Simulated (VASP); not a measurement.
**Sr: single point with PBE**

Sr:

```xyz
2
Lattice="-3.0038 3.0038 1.6144 3.0038 -3.0038 1.6144 3.0038 3.0038 -1.6144" Properties=species:S:1:pos:R:3 pbc="T T T"
Sr    0.0000   -1.5019   -0.4036
Sr    0.0000    1.5019    0.4036
```

```yaml
Program: VASP 6.6.1
Task: single point
Functional: PBE
Potentials_or_basis: VASP PAW PBE potentials, release 64 (Sr_sv)
Cutoff: 520 eV
k_mesh: 12 × 12 × 12
Occupations: fermi-dirac, width 0.1 eV
Spin: no spin polarisation
Dipole_correction: no
Further_INCAR_settings: ALGO = Normal; EDIFF = 1e-06; NBANDS = 17
```

```yaml
Pressure: 16.6 GPa
Band_gap_on_the_k_mesh: zero (bands 10 and 11 overlap by 0.49 eV)
```

Stress tensor (GPa, compression positive):
```
16.41  0.00  0.00
 0.00 16.41  0.00
 0.00  0.00 16.96
```

Levels at points of the mesh, in eV from the Fermi level:
```tsv
k point	band 8	band 9	band 10	band 11	band 12	band 13
(0.00, 0.00, 0.00)	-17.13	-3.82	-1.72	0.86	0.97	1.91
(0.50, 0.00, 0.00)	-17.06	-1.00	-1.00	0.42	1.99	2.68
(0.50, 0.50, 0.00)	-17.14	-1.35	-1.35	1.08	1.08	2.86
(0.50, 0.50, 0.50)	-16.95	-0.82	-0.82	1.51	1.51	2.13
```

Run time: 3 min on 1 thread of Intel(R) Xeon(R) Platinum 8375C CPU @ 2.90GHz (Ice Lake), on a shared host, peak memory 0.29 GiB.

Caveat: the cell stands under pressure.
